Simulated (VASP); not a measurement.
Input of a VASP 6.6.1 run:

File INCAR:

```
PREC = Accurate
ENCUT = 600
EDIFF = 1E-7
ISMEAR = 0
SIGMA = 0.1
LREAL = F
LASPH = T
NELM = 80
ALGO = Fast
ISIF = 4
LWAVE = F
LCHARG = F
GGA = PE
IVDW = 12
IBRION = 2
NSW = 50
EDIFFG = -0.01
```

Contents of KPOINTS:

```
regular mesh
0
Gamma
  15 15 8
```

POSCAR

```
TiTe2
1.0
    3.5888450686      0.0000000000      0.0000000000
   -1.7944225343      3.1080309997      0.0000000000
    0.0000000000      0.0000000000      6.1613562687
Ti Te
1 2
Direct
    0.0000000000      0.0000000000      0.0000000000
    0.6666666667      0.3333333333      0.2787537123
    0.3333333333      0.6666666667      0.7212462877
```

Potentials or basis: VASP PAW PBE potentials, release 64 (Ti_sv, Te).

Run with:

```console
$ cat potpaw_PBE.64/Ti_sv/POTCAR potpaw_PBE.64/Te/POTCAR > POTCAR
$ mpirun -np 1 vasp_std > vasp.out
```

(1) Estimate the dispersion energy per atom.

(2) What does it give for the band gap on the k mesh?

## Answers

(1) -0.575 eV.

(2) zero (bands 12 and 13 overlap by 0.88 eV).

Caveat: spin-orbit coupling is left out, which moves the levels of the heavy elements.
